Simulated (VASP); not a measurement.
# NaHF2 (R-3m) in VASP: further runs

Runs on NaHF2. Level: PBEsol+D3(BJ). Tasks: single point.

Everything below comes from runs of VASP 6.6.1. Logs are shortened: lines on timing, memory, paths and dates and some standing lists are left out, and cuts for length are marked.

## Step 1: The cell of the first run

It takes space group R-3m (No. 166, trigonal). Conventional cell: a = 3.188 Å, b = 3.188 Å, c = 10.747 Å, α = 90.00°, β = 90.00°, γ = 120.00°. Na (site symmetry -3m) has 6 F at 2.05 Å and 6 H at 2.57 Å within 2.7 Å. H (site symmetry -3m) has 2 F at 0.89 Å within 1.2 Å. Within 1.2 Å of F (site symmetry 3m) lie 1 H at 0.89 Å.

## Step 2: Single point, PBEsol+D3(BJ)

INCAR reads:

```
  PREC = Accurate
  ENCUT = 520
  EDIFF = 1E-6
  ISMEAR = 0
  SIGMA = 0.05
  LREAL = False
  LASPH = True
  NELM = 80
  ALGO = Normal
  ISIF = 2
  LWAVE = False
  LCHARG = True
  GGA = PS
  IVDW = 12
  LELF = True
  LVHAR = True
  NBANDS = 19
```

KPOINTS reads:

```
regular mesh
0
Gamma
  9 9 9
```

POSCAR reads:

```
NaHF2
1.0
    1.5939000000      0.9202385941      3.5822333333
   -1.5939000000      0.9202385941      3.5822333333
    0.0000000000     -1.8404771881      3.5822333333
Na H F
1 1 2
Direct
    0.0000000000      0.0000000000      0.0000000000
    0.5000000000      0.5000000000      0.5000000000
    0.4168825606      0.4168825606      0.4168825606
    0.5831174394      0.5831174394      0.5831174394
```

Potentials or basis: VASP PAW PBE potentials, release 64 (Na_pv, H, F).

On the command line:

```bash
$ cat potpaw_PBE.64/Na_pv/POTCAR potpaw_PBE.64/H/POTCAR potpaw_PBE.64/F/POTCAR > POTCAR
$ mpirun -np 1 vasp_std > vasp.out
```

OUTCAR:

```text
PREC = Accurate
   ENCUT = 520
   EDIFF = 1E-6
   ISMEAR = 0
   LREAL = False
   LASPH = True
   NELM = 80
   ISIF = 2
   GGA = PS
   IVDW = 12
 IVDW          = 12

 ion  position               nearest neighbor table
   1  0.000  0.000  0.000-   4 2.05   4 2.05   3 2.05   3 2.05   4 2.05   3 2.05
   2  0.500  0.500  0.500-   3 0.89   4 0.89
   3  0.417  0.417  0.417-   2 0.89   4 1.79   1 2.05   1 2.05   1 2.05
   4  0.583  0.583  0.583-   2 0.89   3 1.79   1 2.05   1 2.05   1 2.05

  LATTYP: Found a trigonal (rhomboedric) cell.
 ALAT       =     4.0273753158
 COS(alpha) =     0.6867378465

  Lattice vectors:

 A1 = (   1.5939000000,   0.9202385941,   3.5822333333)
 A2 = (  -1.5939000000,   0.9202385941,   3.5822333333)
 A3 = (   0.0000000000,  -1.8404771881,   3.5822333333)

Analysis of symmetry for initial positions (statically):
=====================================================================
 Subroutine PRICEL returns:
 Original cell was already a primitive cell.

 Routine SETGRP: Setting up the symmetry group for a
 trigonal (rhombohedral) supercell.

 Subroutine GETGRP returns: Found 12 space group operations
 (whereof 12 operations were pure point group operations)
 out of a pool of 12 trial point group operations.

The static configuration has the point symmetry D_3d.

Analysis of symmetry for dynamics (positions and initial velocities):
=====================================================================
 Subroutine PRICEL returns:
 Original cell was already a primitive cell.

 Routine SETGRP: Setting up the symmetry group for a
 trigonal (rhombohedral) supercell.

 Subroutine GETGRP returns: Found 12 space group operations
 (whereof 12 operations were pure point group operations)
 out of a pool of 12 trial point group operations.

The dynamic configuration has the point symmetry D_3d.

 Subroutine INISYM returns: Found 12 space group operations
 (whereof 12 operations are pure point group operations),
 and found     1 'primitive' translations

----------------------------------------------------------------------------------------

                                     Primitive cell

  volume of cell :      31.5258

  direct lattice vectors                    reciprocal lattice vectors
     1.593900000  0.920238594  3.582233333     0.313695966  0.181112450  0.093051821
    -1.593900000  0.920238594  3.582233333    -0.313695966  0.181112450  0.093051821
     0.000000000 -1.840477188  3.582233333     0.000000000 -0.362224901  0.093051821

  length of vectors
     4.027375316  4.027375316  4.027375316     0.373985989  0.373985989  0.373985989

  position of ions in fractional coordinates (direct lattice)
     0.000000000  0.000000000  0.000000000
     0.500000000  0.500000000  0.500000000
     0.416882561  0.416882561  0.416882561
     0.583117439  0.583117439  0.583117439

  ion indices of the primitive-cell ions
   primitive index   ion index
                 1           1
                 2           2
                 3           3
                 4           4

----------------------------------------------------------------------------------------

 KPOINTS: regular mesh

Automatic generation of k-mesh.
 Grid dimensions read from file:
 generate k-points for:    9    9    9

 Generating k-lattice:

  Cartesian coordinates                     Fractional coordinates (reciprocal lattice)
     0.034855107  0.020123606  0.010339091     0.111111111  0.000000000  0.000000000
    -0.034855107  0.020123606  0.010339091     0.000000000  0.111111111  0.000000000
     0.000000000 -0.040247211  0.010339091     0.000000000  0.000000000  0.111111111

  Length of vectors
     0.041553999  0.041553999  0.041553999

  Shift w.r.t. Gamma in fractional coordinates (k-lattice)
     0.000000000  0.000000000  0.000000000

 Subroutine IBZKPT returns following result:
 ===========================================

 Found     85 irreducible k-points:

 Following reciprocal coordinates:
            Coordinates               Weight
  0.000000  0.000000  0.000000      1.000000
  0.111111 -0.000000  0.000000      6.000000
  0.222222 -0.000000  0.000000      6.000000
  0.333333  0.000000  0.000000      6.000000
  0.444444 -0.000000  0.000000      6.000000
  0.111111  0.111111  0.000000      6.000000
[... 16 lines left out ...]
 -0.333333  0.333333  0.000000      6.000000
  0.444444  0.444444  0.000000      6.000000
 [... further k-points ...]
   k-points           NKPTS =     85   k-points in BZ     NKDIM =     85   number of bands    NBANDS=     19
   number of dos      NEDOS =    301   number of ions     NIONS =      4
   total plane-waves  NPLWV =  27000
   dimension x,y,z NGX =    30 NGY =   30 NGZ =   30
   dimension x,y,z NGXF=    60 NGYF=   60 NGZF=   60
   ions per type =               1   1   2
   NGX,Y,Z   is equivalent  to a cutoff of  12.38, 12.38, 12.38 a.u.
   NGXF,Y,Z  is equivalent  to a cutoff of  24.77, 24.77, 24.77 a.u.
 SYSTEM =  unknown system
   PREC   = accura    normal or accurate (medium, high low for compatibility)
   ISTART =      0    job   : 0-new  1-cont  2-samecut
   ICHARG =      2    charge: 1-file 2-atom 10-const
   ISPIN  =      1    spin polarized calculation?
   LNONCOLLINEAR =      F non collinear calculations
   LSORBIT =      F    spin-orbit coupling
   LASPH  =      T    aspherical Exc in radial PAW
   ENCUT  =  520.0 eV  38.22 Ry    6.18 a.u.   7.49  7.49  7.49*2*pi/ulx,y,z
   NELM   =     80;   NELMIN=  2; NELMDL= -5     # of ELM steps
   EDIFF  = 0.1E-05   stopping-criterion for ELM
   LREAL  =      F    real-space projection
   EDIFFG = 0.1E-04   stopping-criterion for IOM
   NSW    =      0    number of steps for IOM
   IBRION =     -1    ionic relax: 0-MD 1-quasi-New 2-CG
   NFREE  =      0    steps in history (QN), initial steepest desc. (CG)
   ISIF   =      2    stress and relaxation
   ISYM   =      2    0-nonsym 1-usesym 2-fastsym
   POTIM  = 0.5000    time-step for ionic-motion
   TEBEG  =    0.0;   TEEND  =   0.0 temperature during run
   PSTRESS=    0.0 pullay stress
   NELECT =      22.0000    total number of electrons
   NUPDOWN=      -1.0000    fix difference up-down
   EMIN   =  10.00;   EMAX   =-10.00  energy-range for DOS
   EFERMI =   0.00;   METHOD = LEGACY
   ISMEAR =     0;   SIGMA  =   0.05  broadening in eV -4-tet -1-fermi 0-gaus
   EFERMI_NEDOS =   21; number of points for ismear=-14 and -15
   IALGO  =     38    algorithm
   IMIX   =      4    mixing-type and parameters
     AMIX     =   0.40;   BMIX     =  1.00
     AMIX_MAG =   1.60;   BMIX_MAG =  1.00
  volume/ion in A,a.u.               =       7.88        53.19
  Fermi-wavevector in a.u.,A,eV,Ry     =   1.452090  2.744052 28.688771  2.108565
  Thomas-Fermi vector in A             =   2.569512
   LORBIT       =      0    0 simple, 1 ext, 2 COOP (PROOUT), +10 PAW based schemes
   GGA     = PS    functional components
   LHFCALC =     F    Hartree Fock is set to
   AEXX    =    0.0000 exact exchange contribution
   IVDW    =    12    specifies the selected vdW correction
   LEPSILON=     F    determine dielectric tensor
   LRPA    =     F    only Hartree local field effects (RPA)
 non-spin polarized calculation
 Gauss-broadening in eV      SIGMA  =   0.05
  energy-cutoff  :      520.00
  volume of cell :       31.53
 maximum number of plane-waves:       859
 NGX is ok and might be reduce to    30
   NGX = 15   NGY = 15   NGZ = 15

 number of electron      22.0000000 magnetization

 Free energy of the ion-electron system (eV)
  ---------------------------------------------------
  ext. energy  EPLUGINS =         0.00000000
  ---------------------------------------------------
  free energy    TOTEN  =       -13.54156832 eV

  energy without entropy =      -13.54156832  energy(sigma->0) =      -13.54156832

 E-fermi :  -0.3712     XC(G=0): -10.1450

 val. band max:       -0.5956211572   @ k =   0.0000   0.0000   0.0000
 cond. band min:       6.4412485151   @ k =   0.0000   0.0000   0.0000
 fundamental gap:      7.0368696723
 Fermi energy:        -0.3712263848

 k-point     1 :       0.0000    0.0000    0.0000
  band No.  band energies     occupation
      1     -25.4217      2.00000
      2     -21.0279      2.00000
      3     -19.1318      2.00000
      4     -19.1318      2.00000
      5     -18.7277      2.00000
      6      -8.9867      2.00000
[... 11 lines left out ...]
     18      23.1033      0.00000
     19      23.1033      0.00000

 k-point     2 :       0.1111   -0.0000    0.0000
  band No.  band energies     occupation
      1     -25.4140      2.00000
      2     -20.9970      2.00000
      3     -19.1384      2.00000
      4     -19.1347      2.00000
      5     -18.7811      2.00000
      6      -8.9012      2.00000
[... 11 lines left out ...]
     18      22.9969      0.00000
     19      24.0158      0.00000

 k-point     3 :       0.2222   -0.0000    0.0000
  band No.  band energies     occupation
      1     -25.3944      2.00000
      2     -20.9136      2.00000
      3     -19.1550      2.00000
      4     -19.1440      2.00000
      5     -18.9206      2.00000
      6      -8.6758      2.00000
[... 11 lines left out ...]
     18      22.8388      0.00000
     19      24.5675      0.00000

 k-point     4 :       0.3333    0.0000    0.0000
  band No.  band energies     occupation
      1     -25.3714      2.00000
      2     -20.8036      2.00000
      3     -19.1761      2.00000
      4     -19.1738      2.00000
      5     -19.0718      2.00000
      6      -8.3961      2.00000
[... 407 lines left out ...]
     18      24.2446      0.00000
     19      25.3737      0.00000

 k-point    23 :      -0.3333    0.3333    0.0000
  band No.  band energies     occupation
      1     -25.2379      2.00000
      2     -21.2237      2.00000
      3     -19.2690      2.00000
      4     -19.1799      2.00000
      5     -18.7398      2.00000
      6      -8.0348      2.00000
[... 11 lines left out ...]
     18      22.8737      0.00000
     19      26.4874      0.00000

 k-point    24 :       0.4444    0.4444    0.0000
  band No.  band energies     occupation
      1     -25.1571      2.00000
      2     -21.5383      2.00000
      3     -19.2853      2.00000
      4     -19.1931      2.00000
      5     -18.4732      2.00000
      6      -7.9942      2.00000
[... 11 lines left out ...]
     18      23.0475      0.00000
     19      24.4728      0.00000

 [... further k-points ...]

------------------------ aborting loop because EDIFF is reached ----------------------------------------

 Edisp (eV)   -0.42400

 E8    (eV) :    -0.2533

  FORCE on cell =-STRESS in cart. coord.  units (eV):
  Direction    XX          YY          ZZ          XY          YZ          ZX
  --------------------------------------------------------------------------------------
  -------------------------------------------------------------------------------------
  Total       4.62788     4.62788    36.26706     0.00000     0.00000     0.00000
  in kB     235.19400   235.19400  1843.13144     0.00000     0.00000     0.00000
  external pressure =      771.17 kB  Pullay stress =        0.00 kB

 VOLUME and BASIS-vectors are now :
 -----------------------------------------------------------------------------
  energy-cutoff  :      520.00
  volume of cell :       31.53
      direct lattice vectors                 reciprocal lattice vectors
     1.593900000  0.920238594  3.582233333     0.313695966  0.181112450  0.093051821
    -1.593900000  0.920238594  3.582233333    -0.313695966  0.181112450  0.093051821
     0.000000000 -1.840477188  3.582233333     0.000000000 -0.362224901  0.093051821

 POSITION                                       TOTAL-FORCE (eV/Angst)
 -----------------------------------------------------------------------------------
      0.00000      0.00000      0.00000         0.000000      0.000000     -0.000000
      0.00000      0.00000      5.37335         0.000000      0.000000      0.000000
      0.00000      0.00000      4.48011         0.000000     -0.000000    -16.225446
      0.00000      0.00000      6.26659         0.000000      0.000000     16.225446
 -----------------------------------------------------------------------------------
    total drift:                               -0.000000     -0.000000     -0.000000

  FREE ENERGIE OF THE ION-ELECTRON SYSTEM (eV)
  ---------------------------------------------------
  free  energy   TOTEN  =       -13.9655637147 eV

  energy  without entropy=      -13.9655637147  energy(sigma->0) =      -13.96556371
```

Wall time 30 s (1 thread of AMD EPYC 9R45 (Zen 5), shared host); peak memory 0.18 GiB.

What came out:

- Free energy: -13.9656 eV
- Pressure: 77.1 GPa
- Largest force: 16.225 eV/Å
- Band gap on the k mesh: 7.04 eV
- Dispersion energy per atom: -0.106 eV

Forces on the atoms (eV/Å):
```
Na    0.000   0.000   0.000
H     0.000   0.000   0.000
F     0.000   0.000 -16.225
F     0.000   0.000  16.225
```

Levels at points of the mesh, in eV from the valence-band top:
| k point | band 9 | band 10 | band 11 | band 12 | band 13 | band 14 |
| --- | --- | --- | --- | --- | --- | --- |
| (0.00, 0.00, 0.00) | -1.53 | -1.53 | 0.00 | 7.04 | 15.62 | 18.20 |

Caveat: the cell stands under pressure; the PAW data sets were made with another functional, which shifts forces and pressure a little; an odd mesh through Γ misses points on the zone boundary, where band edges can lie.

(Part 1 of 2 ends here.)
